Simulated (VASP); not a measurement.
# Ag (Fm-3m) in VASP: notebook, part 2 of 2

VASP 6.6.1. The steps go on from the part before.

### 3 Single point, rpbe exchange, lyp correlation, collinear spin (20.47 Å³/atom)

This run uses another cell than the first one, of 20.47 Å³/atom.

Contents of INCAR:

```
  PREC = Accurate
  ENCUT = 500
  EDIFF = 1E-6
  ISMEAR = -1
  SIGMA = 0.01
  LREAL = False
  LASPH = True
  NELM = 200
  ALGO = Normal
  ISIF = 2
  LWAVE = False
  LCHARG = False
  ISPIN = 2
  MAGMOM = 0.5
  LORBIT = 11
  LMAXMIX = 4
  GGA = LIBXC
  LIBXC1 = GGA_X_RPBE
  LIBXC2 = GGA_C_LYP
  NBANDS = 16
  GGA_COMPAT = False
```

Contents of KPOINTS:

```
Automatic mesh
0
Gamma
  11 11 11
```

Contents of POSCAR:

```
Ag
1.0
    0.0000000000      2.1711674664      2.1711674664
    2.1711674664      0.0000000000      2.1711674664
    2.1711674664      2.1711674664      0.0000000000
Ag
1
Direct
    0.0000000000      0.0000000000      0.0000000000
```

Potentials or basis: VASP PAW PBE potentials, release 64 (Ag).

The run is started by

```console
$ cat potpaw_PBE.64/Ag/POTCAR > POTCAR
$ mpirun -np 1 vasp_std > vasp.out
```

OUTCAR:

```text
PREC = Accurate
   ENCUT = 500
   EDIFF = 1E-6
   ISMEAR = -1
   LREAL = False
   LASPH = True
   NELM = 200
   ISIF = 2
   ISPIN = 2
   LORBIT = 11
   GGA = LIBXC

 ion  position               nearest neighbor table
   1  0.000  0.000  0.000-

  LATTYP: Found a face centered cubic cell.
 ALAT       =     4.3423349328

  Lattice vectors:

 A1 = (   0.0000000000,   2.1711674664,   2.1711674664)
 A2 = (   2.1711674664,   0.0000000000,   2.1711674664)
 A3 = (   2.1711674664,   2.1711674664,   0.0000000000)

Analysis of symmetry for initial positions (statically):
=====================================================================
 Subroutine PRICEL returns:
 Original cell was already a primitive cell.

 Routine SETGRP: Setting up the symmetry group for a
 face centered cubic supercell.

 Subroutine GETGRP returns: Found 48 space group operations
 (whereof 48 operations were pure point group operations)
 out of a pool of 48 trial point group operations.

The static configuration has the point symmetry O_h .

Analysis of symmetry for dynamics (positions and initial velocities):
=====================================================================
 Subroutine PRICEL returns:
 Original cell was already a primitive cell.

 Routine SETGRP: Setting up the symmetry group for a
 face centered cubic supercell.

 Subroutine GETGRP returns: Found 48 space group operations
 (whereof 48 operations were pure point group operations)
 out of a pool of 48 trial point group operations.

The dynamic configuration has the point symmetry O_h .

Analysis of structural, dynamic, and magnetic symmetry:
=====================================================================
 Subroutine PRICEL returns:
 Original cell was already a primitive cell.

 Routine SETGRP: Setting up the symmetry group for a
 face centered cubic supercell.

 Subroutine GETGRP returns: Found 48 space group operations
 (whereof 48 operations were pure point group operations)
 out of a pool of 48 trial point group operations.

[... 133 lines left out ...]
   NGX = 11   NGY = 11   NGZ = 11

 number of electron      10.9999999 magnetization       0.0010661

 number of electron      10.9999999 magnetization      -0.0001866

 Free energy of the ion-electron system (eV)
  ---------------------------------------------------
  ext. energy  EPLUGINS =         0.00000000
  ---------------------------------------------------
  free energy    TOTEN  =        -1.72060287 eV

  energy without entropy =       -1.72010826  energy(sigma->0) =       -1.72035556

 E-fermi :   7.1639     XC(G=0): -10.4176

 val. band max:        7.0007349921   @ k =  -0.2727   0.2727   0.0000
 cond. band min:       7.1752742677   @ k =  -0.3636   0.1818   0.0000
 fundamental gap:      0.1745392756
 Fermi energy:         7.1639135887

 spin component 1

 k-point     1 :       0.0000    0.0000    0.0000
  band No.  band energies     occupation
      1       0.3499      1.00000
      2       2.4727      1.00000
      3       2.4727      1.00000
      4       2.4727      1.00000
      5       3.2062      1.00000
      6       3.2062      1.00000
[... 435 lines left out ...]
      5       2.9440      1.00000
      6       4.2227      1.00000
[... 8 lines left out ...]
     15      33.7448      0.00000
     16      36.9499      0.00000

 [... further k-points ...]

 spin component 2

 k-point     1 :       0.0000    0.0000    0.0000
  band No.  band energies     occupation
      1       0.3498      1.00000
      2       2.4726      1.00000
      3       2.4726      1.00000
      4       2.4726      1.00000
      5       3.2061      1.00000
      6       3.2061      1.00000
[... 435 lines left out ...]
      5       2.9439      1.00000
      6       4.2226      1.00000
[... 8 lines left out ...]
     15      33.7447      0.00000
     16      36.9498      0.00000

 [... further k-points ...]

------------------------ aborting loop because EDIFF is reached ----------------------------------------

  FORCE on cell =-STRESS in cart. coord.  units (eV):
  Direction    XX          YY          ZZ          XY          YZ          ZX
  --------------------------------------------------------------------------------------
  -------------------------------------------------------------------------------------
  Total       -0.0068903     -0.0068903     -0.0068903      0.0000000      0.0000000     -0.0000000
  in kB       -0.5393092     -0.5393092     -0.5393092      0.0000000      0.0000000     -0.0000000
  external PRESSURE =      -0.5393092 kB  Pullay stress =       0.0000000 kB

 VOLUME and BASIS-vectors are now :
 -----------------------------------------------------------------------------
  energy-cutoff  :      500.00
  volume of cell :       20.47
      direct lattice vectors                 reciprocal lattice vectors
     0.000000000  2.171167466  2.171167466    -0.230290849  0.230290849  0.230290849
     2.171167466  0.000000000  2.171167466     0.230290849 -0.230290849  0.230290849
     2.171167466  2.171167466  0.000000000     0.230290849  0.230290849 -0.230290849

 POSITION                                       TOTAL-FORCE (eV/Angst)
 -----------------------------------------------------------------------------------
      0.00000      0.00000      0.00000         0.000000     -0.000000      0.000000
 -----------------------------------------------------------------------------------
    total drift:                               -0.000000     -0.000000      0.000000

  FREE ENERGIE OF THE ION-ELECTRON SYSTEM (eV)
  ---------------------------------------------------
  free  energy   TOTEN  =        -1.7206028650 eV

  energy  without entropy=       -1.7201082614  energy(sigma->0) =       -1.72035556

 total charge

# of ion       s       p       d       tot
------------------------------------------
    1        0.381   0.197   9.197   9.775

 magnetization (x)

# of ion       s       p       d       tot
------------------------------------------
    1       -0.000  -0.000  -0.000  -0.000
```

stdout:

```text
POSCAR found type information on POSCAR Ag
 POSCAR found :  1 types and       1 ions
 scaLAPACK will be used
 -----------------------------------------------------------------------------
|                                                                             |
|                                                                             |
|     You enforced a specific xc type in the INCAR file but a different       |
|     I HOPE YOU KNOW WHAT YOU ARE DOING!                                     |
|                                                                             |
 -----------------------------------------------------------------------------

 LDA part: xc-table for (None,None), standard interpolation
 POSCAR, INCAR and KPOINTS ok, starting setup
 FFT: planning ... GRIDC
 FFT: planning ... GRID_SOFT
 FFT: planning ... GRID
 WAVECAR not read
 entering main loop
```

Wall time 19 s (1 thread of AMD EPYC 9R45 (Zen 5), shared host); peak memory 0.13 GiB.

Results:

| Property | Result |
| --- | --- |
| Free energy | -1.7206 eV |
| Pressure | -0.1 GPa |
| Net moment | 0.00 μB per cell |
| Valence electrons inside the program's atomic spheres | Ag 9.78 |

Levels at points of the mesh, in eV from the Fermi level:
Spin up:
| k point | band 4 | band 5 | band 6 | band 7 | band 8 | band 9 |
| --- | --- | --- | --- | --- | --- | --- |
| (0.00, 0.00, 0.00) | -4.69 | -3.96 | -3.96 | 15.42 | 17.69 | 17.69 |
Spin down:
```
           k point  band 4  band 5  band 6  band 7  band 8  band 9
(0.00, 0.00, 0.00)   -4.69   -3.96   -3.96   15.42   17.69   17.69
```

Caveat: the PAW data sets were made with another functional, which shifts forces and pressure a little.

### 4 Relaxation of cell and atoms, rpbe exchange, lyp correlation, collinear spin (13.64 Å³/atom)

This run uses another cell than the first one, of 13.64 Å³/atom.

Contents of INCAR:

```
PREC = Accurate
ENCUT = 500
EDIFF = 1E-7
ISMEAR = -1
SIGMA = 0.01
LREAL = False
LASPH = True
NELM = 200
ALGO = Normal
ISIF = 3
LWAVE = False
LCHARG = False
ISPIN = 2
MAGMOM = 0.5
LORBIT = 11
LMAXMIX = 4
GGA = LIBXC
LIBXC1 = GGA_X_RPBE
LIBXC2 = GGA_C_LYP
IBRION = 2
NSW = 80
EDIFFG = -0.02
GGA_COMPAT = False
NELMIN = 4
```

KPOINTS is that of step 3.

Contents of POSCAR:

```
Ag
1.0
    0.0000000000      1.8963211180      1.8963211180
    1.8963211180      0.0000000000      1.8963211180
    1.8963211180      1.8963211180      0.0000000000
Ag
1
Direct
    0.0000000000      0.0000000000      0.0000000000
```

Potentials or basis: VASP PAW PBE potentials, release 64 (Ag).

The run is started by

```console
$ cat potpaw_PBE.64/Ag/POTCAR > POTCAR
$ mpirun -np 1 vasp_std > vasp.out
```

OUTCAR:

```text
PREC = Accurate
   ENCUT = 500
   EDIFF = 1E-7
   ISMEAR = -1
   LREAL = False
   LASPH = True
   NELM = 200
   ISIF = 3
   ISPIN = 2
   LORBIT = 11
   GGA = LIBXC
   IBRION = 2
   NSW = 80
   EDIFFG = -0.02
   NELMIN = 4

 ion  position               nearest neighbor table
   1  0.000  0.000  0.000-

  LATTYP: Found a face centered cubic cell.
 ALAT       =     3.7926422360

  Lattice vectors:

 A1 = (   0.0000000000,   1.8963211180,   1.8963211180)
 A2 = (   1.8963211180,   0.0000000000,   1.8963211180)
 A3 = (   1.8963211180,   1.8963211180,   0.0000000000)

Analysis of symmetry for initial positions (statically):
=====================================================================
 Subroutine PRICEL returns:
 Original cell was already a primitive cell.

[... 179 lines left out ...]
  ext. energy  EPLUGINS =         0.00000000
  ---------------------------------------------------
  free energy    TOTEN  =        -0.78013559 eV

  energy without entropy =       -0.78009907  energy(sigma->0) =       -0.78011733

 E-fermi :  12.9903     XC(G=0): -12.8274

 val. band max:       12.7830215129   @ k =   0.4545   0.2727   0.0000
 cond. band min:      13.0288193137   @ k =   0.4545   0.3636   0.0000
 fundamental gap:      0.2457978008
 Fermi energy:        12.9903304554
[... 1246 lines left out ...]
 number of electron      10.9999999 magnetization       0.0000009

 number of electron      10.9999999 magnetization      -0.0000001

 Free energy of the ion-electron system (eV)
  ---------------------------------------------------
  ext. energy  EPLUGINS =         0.00000000
  ---------------------------------------------------
  free energy    TOTEN  =        -1.71302588 eV

  energy without entropy =       -1.71254031  energy(sigma->0) =       -1.71278309

 E-fermi :   7.3038     XC(G=0): -10.4826

 val. band max:        7.1428304501   @ k =  -0.2727   0.2727   0.0000
 cond. band min:       7.3130555253   @ k =  -0.3636   0.1818   0.0000
 fundamental gap:      0.1702250752
 Fermi energy:         7.3038185401
[... 610 lines left out ...]
  FREE ENERGIE OF THE ION-ELECTRON SYSTEM (eV)
  ---------------------------------------------------
  free  energy   TOTEN  =        -1.7130258785 eV

  energy  without entropy=       -1.7125403071  energy(sigma->0) =       -1.71278309

 reached required accuracy - stopping structural energy minimisation

 total charge

# of ion       s       p       d       tot
------------------------------------------
    1        0.383   0.202   9.196   9.781

 magnetization (x)

# of ion       s       p       d       tot
------------------------------------------
    1       -0.000  -0.000  -0.000  -0.000
```

OSZICAR:

```text
N       E                     dE             d eps       ncg     rms          rms(c)
DAV:   1     0.457406647738E+02    0.45741E+02   -0.58671E+03  2056   0.111E+03
DAV:   2    -0.614859525287E+00   -0.46356E+02   -0.44830E+02  2084   0.217E+02
DAV:   3    -0.978405016785E+00   -0.36355E+00   -0.36348E+00  2318   0.225E+01
DAV:   4    -0.979217542429E+00   -0.81253E-03   -0.81251E-03  2317   0.983E-01
[... 33 lines left out ...]
DAV:   7    -0.171302494343E+01    0.67021E-04   -0.48645E-05  2311   0.609E-02    0.125E-02
DAV:   8    -0.171302531298E+01   -0.36955E-06   -0.10248E-06  2135   0.965E-03    0.444E-03
DAV:   9    -0.171302589228E+01   -0.57929E-06   -0.32009E-07  2155   0.543E-03    0.173E-03
DAV:  10    -0.171302587847E+01    0.13806E-07   -0.13275E-08  1179   0.112E-03
   3 F= -.17130259E+01 E0= -.17127831E+01  d E =-.932890E+00  mag=    -0.0000
```

Wall time 21 s (1 thread of AMD EPYC 9R45 (Zen 5), shared host); peak memory 0.11 GiB.

What came out:

| Item | Value |
| --- | --- |
| Free energy | -1.7130 eV |
| Relaxed volume | 20.23 Å³/atom |
| Relaxed cell | a = 3.059 Å, b = 3.059 Å, c = 3.059 Å, α = 60.00°, β = 60.00°, γ = 60.00° |
| Space group after relaxing (to 0.1 Å) | Fm-3m (No. 225) |
| Energy gained by relaxing | 932.9 meV/atom |
| Ionic steps | 3 |
| Pressure after relaxing | 0.1 GPa |
| Net moment | 0.00 μB per cell |
| Valence electrons inside the program's atomic spheres | Ag 9.78 |

The path:
| step | energy change (eV) | largest force (eV/Å) | pressure (GPa) | volume (Å³) |
| --- | --- | --- | --- | --- |
| 1 | 0.0000 | 0.0000 | 69.88 | 13.64 |
| 2 | -0.6345 | 0.0000 | -6.74 | 29.07 |
| 3 | -0.9329 | 0.0000 | 0.06 | 20.23 |

Final structure:
```
Ag
1.0
     0.00000    2.16274    2.16274
     2.16274    0.00000    2.16274
     2.16274    2.16274    0.00000
Ag
1
Direct
  0.00000 0.00000 0.00000
```

Caveat: the volume moved by over 15 % at a fixed basis, so the end points are rough; the PAW data sets were made with another functional, which shifts forces and pressure a little. Zero-point motion and thermal expansion aren't in these numbers.

### 5 Single point, r2SCAN0

This run uses another cell than the first one, of 16.03 Å³/atom.

Contents of POSCAR:

```
Ag
1.0
    0.0000000000      2.0010495236      2.0010495236
    2.0010495236      0.0000000000      2.0010495236
    2.0010495236      2.0010495236      0.0000000000
Ag
1
Direct
    0.0000000000      0.0000000000      0.0000000000
```

Contents of INCAR.step1:

```
  PREC = Accurate
  ENCUT = 520
  EDIFF = 1E-5
  ISMEAR = -1
  SIGMA = 0.05
  LREAL = F
  LASPH = T
  NELM = 100
  ALGO = Normal
  ISIF = 2
  LWAVE = T
  GGA = PE
  NBANDS = 12
```

Contents of INCAR.step2:

```
  PREC = Accurate
  ENCUT = 520
  EDIFF = 1E-7
  ISMEAR = -1
  SIGMA = 0.05
  LREAL = F
  LASPH = T
  NELM = 100
  ALGO = Normal
  ISIF = 2
  LWAVE = F
  LCHARG = T
  METAGGA = R2SCAN
  LHFCALC = T
  AEXX = 0.25
  LMIXTAU = T
  PRECFOCK = Normal
  LELF = T
  LVHAR = T
  ISTART = 1
  NBANDS = 12
```

Contents of KPOINTS:

```
regular mesh
0
Gamma
  6 6 6
```

The run is started by

```console
$ cat potpaw_PBE.64/Ag/POTCAR > POTCAR
$ cp INCAR.step1 INCAR
$ mpirun -np 1 vasp_std > vasp.out
$ cp INCAR.step2 INCAR
$ mpirun -np 1 vasp_std > vasp.out
```

It took 9 min on 1 thread of Intel Xeon Platinum 8488C (Sapphire Rapids), shared host; peak memory 0.16 GiB.

The run converged. Its results:

```yaml
Free_energy: -17.0009 eV
Pressure: 11.4 GPa
Band_gap_on_the_k_mesh: zero (an odd number of electrons rules out a gap without spin polarisation)
```

Levels at points of the mesh, in eV from the Fermi level:
| k point | band 3 | band 4 | band 5 | band 6 | band 7 | band 8 | band 9 | band 10 |
| --- | --- | --- | --- | --- | --- | --- | --- | --- |
| (0.00, 0.00, 0.00) | -6.71 | -6.71 | -5.49 | -5.49 | 18.32 | 22.57 | 22.57 | 22.57 |
| (0.50, 0.00, 0.00) | -6.75 | -4.46 | -4.46 | -0.52 | 5.33 | 17.48 | 21.09 | 21.09 |
| (0.50, 0.50, 0.00) | -4.55 | -4.17 | -4.17 | 2.70 | 8.96 | 13.05 | 13.05 | 20.25 |

Caveat: the k points lie up to 0.45 Å⁻¹ apart, too coarse for converged energies and pressures of a metal; the PAW data sets were made with another functional, which shifts forces and pressure a little.

### 6 Single point, r2SCAN0

This run uses another cell than the first one, of 16.37 Å³/atom.

Contents of POSCAR:

```
Ag
1.0
    0.0000000000      2.0151418859      2.0151418859
    2.0151418859      0.0000000000      2.0151418859
    2.0151418859      2.0151418859      0.0000000000
Ag
1
Direct
    0.0000000000      0.0000000000      0.0000000000
```

Contents of INCAR.step1:

```
SYSTEM = Ag
ALGO = Normal
EDIFF = 1E-5
ENCUT = 520
GGA = PE
ISIF = 2
ISMEAR = -1
LASPH = .True.
LCHARG = .False.
LREAL = .False.
LWAVE = .True.
NBANDS = 12
NELM = 100
PREC = Accurate
SIGMA = 0.05
```

Contents of INCAR.step2:

```
SYSTEM = Ag
AEXX = 0.25
ALGO = Normal
EDIFF = 1E-6
ENCUT = 520
ISIF = 2
ISMEAR = -1
ISTART = 1
LASPH = .True.
LCHARG = .False.
LHFCALC = .True.
LMIXTAU = .True.
LREAL = .False.
LWAVE = .False.
METAGGA = R2SCAN
NBANDS = 12
NELM = 100
PREC = Accurate
PRECFOCK = Normal
SIGMA = 0.05
```

Contents of KPOINTS:

```
k-points
0
Gamma
  6 6 6
  0 0 0
```

Potentials or basis: VASP PAW PBE potentials, release 64 (Ag).

The run is started by

```console
$ cat potpaw_PBE.64/Ag/POTCAR > POTCAR
$ cp INCAR.step1 INCAR
$ mpirun -np 1 vasp_std > vasp.out
$ cp INCAR.step2 INCAR
$ mpirun -np 1 vasp_std > vasp.out
```

Wall time 6.3 min (1 thread of Intel Xeon Platinum 8488C (Sapphire Rapids), shared host); peak memory 0.16 GiB.

Results (log left out):

| Quantity | Value |
| --- | --- |
| Free energy | -17.0219 eV |
| Pressure | 8.2 GPa |
| Band gap on the k mesh | zero (an odd number of electrons rules out a gap without spin polarisation) |

Levels at points of the mesh, in eV from the Fermi level:
```
           k point  band 3  band 4  band 5  band 6  band 7  band 8  band 9  band 10
(0.00, 0.00, 0.00)   -6.61   -6.61   -5.44   -5.44   18.28   22.40   22.40    22.40
(0.50, 0.00, 0.00)   -6.64   -4.44   -4.44   -0.43    5.20   17.44   20.86    20.86
(0.50, 0.50, 0.00)   -4.53   -4.16   -4.16    2.73    8.79   12.94   12.94    19.98
```

Caveat: the k points lie up to 0.45 Å⁻¹ apart, too coarse for converged energies and pressures of a metal; the PAW data sets were made with another functional, which shifts forces and pressure a little.

### 7 Overview

| task | level | potentials or basis | spin | cell | k mesh | cutoff (eV) | smearing | grid for exact exchange (PRECFOCK) | share of exact exchange | gap on the mesh (eV) | pressure (GPa) | moment (μB) |
| --- | --- | --- | --- | --- | --- | --- | --- | --- | --- | --- | --- | --- |
| single point | LDA | VASP PAW LDA potentials, release 64 (Ag) | off | a = 3.027 Å, angles 60.0°, 1 atom | 11 × 11 × 11 | 500 | gaussian 0.05 eV | - | - | none | -15.6 | - |
| single point | rpbe exchange, lyp correlation | VASP PAW PBE potentials, release 64 (Ag) | collinear | a = 3.070 Å, angles 60.0°, 1 atom | 11 × 11 × 11 | 500 | fermi-dirac 0.01 eV | - | - | none | -0.1 | 0.00 |
| relaxation of cell and atoms | rpbe exchange, lyp correlation | VASP PAW PBE potentials, release 64 (Ag) | collinear | relaxed from a = 2.682 Å, angles 60.0°, 1 atom | 11 × 11 × 11 | 500 | fermi-dirac 0.01 eV | - | - | none | 0.1 | 0.00 |
| single point | r2SCAN0 | VASP PAW PBE potentials, release 64 (Ag) | off | a = 2.830 Å, angles 60.0°, 1 atom | 6 × 6 × 6 | 520 | fermi-dirac 0.05 eV | Normal | 0.25 | none | 11.4 | - |
| single point | r2SCAN0 | VASP PAW PBE potentials, release 64 (Ag) | off | a = 2.850 Å, angles 60.0°, 1 atom | 6 × 6 × 6 | 520 | fermi-dirac 0.05 eV | Normal | 0.25 | none | 8.2 | - |

Caveats: some runs use coarse meshes; the PAW data sets were made with another functional, which shifts forces and pressure a little (at least some runs); the cell stands under tension (at least some runs); the volume moved by over 15 % at a fixed basis, so the end points are rough (at least some runs).

Total energies depend on the potentials used, so only differences within one code and one set of settings carry meaning.
